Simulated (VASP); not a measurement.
Wanted: the native input for a VASP 6.6.1 run.

```yaml
Task: relaxation of cell and atoms
Functional: r2SCAN
Potentials_or_basis: VASP PAW PBE potentials, release 64 (Li_sv)
Cutoff: 600 eV
k_mesh: 19 × 19 × 19
Occupations: gaussian, width 0.05 eV
Spin: no spin polarisation
Dipole_correction: no
Further_INCAR_settings: ALGO = Normal; EDIFF = 1e-06; IBRION = 2; EDIFFG = -0.02; NSW = 80; ISIF = 3
```

Li:

```
Li
1.0
    -1.75465    1.75465    1.75465
     1.75465   -1.75465    1.75465
     1.75465    1.75465   -1.75465
Li
1
Direct
  0.00000 0.00000 0.00000
```

These files were run (other wordings do the same):

POSCAR

```
Li
1.0
   -1.7546500000      1.7546500000      1.7546500000
    1.7546500000     -1.7546500000      1.7546500000
    1.7546500000      1.7546500000     -1.7546500000
Li
1
Direct
    0.0000000000      0.0000000000      0.0000000000
```

INCAR.step1

```
SYSTEM = Li
PREC = Accurate ; ENCUT = 600
ISMEAR = 0 ; SIGMA = 0.05
LREAL = .FALSE. ; LASPH = .TRUE.
NELM = 60 ; GGA = PE
ALGO = Normal ; EDIFF = 1E-4
LWAVE = .TRUE. ; LCHARG = .FALSE.
```

INCAR.step2

```
SYSTEM = Li
PREC = Accurate ; ENCUT = 600
EDIFF = 1E-6 ; ISMEAR = 0
SIGMA = 0.05 ; LREAL = .FALSE.
LASPH = .TRUE. ; NELM = 60
ALGO = Normal ; ISIF = 3
LWAVE = .FALSE. ; LCHARG = .FALSE.
METAGGA = R2SCAN ; LMIXTAU = .TRUE.
IBRION = 2 ; NSW = 80
EDIFFG = -0.02 ; ISTART = 1
```

KPOINTS

```
regular mesh
0
G
  19 19 19
  0 0 0
```

Potentials or basis: VASP PAW PBE potentials, release 64 (Li_sv).

Run with:

```bash
$ cat potpaw_PBE.64/Li_sv/POTCAR > POTCAR
$ cp INCAR.step1 INCAR
$ mpirun -np 1 vasp_std > vasp.out
$ cp INCAR.step2 INCAR
$ mpirun -np 1 vasp_std > vasp.out
```

It gave:

```json
{
 "Relaxed volume": "20.89 Å³/atom",
 "Relaxed cell": "a = 3.005 Å, b = 3.005 Å, c = 3.005 Å, α = 109.47°, β = 109.47°, γ = 109.47°",
 "Space group after relaxing (to 0.1 Å)": "Im-3m (No. 229)",
 "Energy gained by relaxing": "0.8 meV/atom",
 "Ionic steps": "3",
 "Pressure after relaxing": "-0.1 GPa",
 "Band gap on the k mesh": "zero (an odd number of electrons rules out a gap without spin polarisation)"
}
```

Caveat: the cutoff is under 1.25 times the usual one of these potentials, so pressure, stress and relaxed cells hold a basis-set (Pulay) error; the PAW data sets were made with another functional, which shifts forces and pressure a little.

It took 95 s on 1 thread of Intel(R) Xeon(R) 6975P-C (Granite Rapids) (shared host), peak memory 0.15 GiB.
